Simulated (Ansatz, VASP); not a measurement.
**One calculation of V, two programs**

```
V
1.0
    -1.46365    1.46365    1.46365
     1.46365   -1.46365    1.46365
     1.46365    1.46365   -1.46365
V
1
Direct
  0.00000 0.00000 0.00000
```

Alike in both runs: task single point; functional LDA; k mesh 15 × 15 × 15; no spin polarisation.

```csv
,VASP,Ansatz
version,VASP 6.6.1,Ansatz 0.2.0
potentials or method,"VASP PAW LDA potentials, release 64 (V_sv), cutoff 520 eV","plane waves (420 eV) with PAW, scalar-relativistic"
occupations,"methfessel-paxton of order 1, width 0.3 eV","cold, width 0.3 eV"
valence electrons in the cell,13,13
```

VASP gave:

```
pressure (GPa) : 0.1
```

Task: What did Ansatz give for the same quantities?

Result: Pressure (GPa): -0.4.

Ansatz warns that its potentials were made for another functional, while VASP's fit it. LDA's correlation is that of Perdew and Zunger in VASP and of Perdew and Wang (1992) in Ansatz.
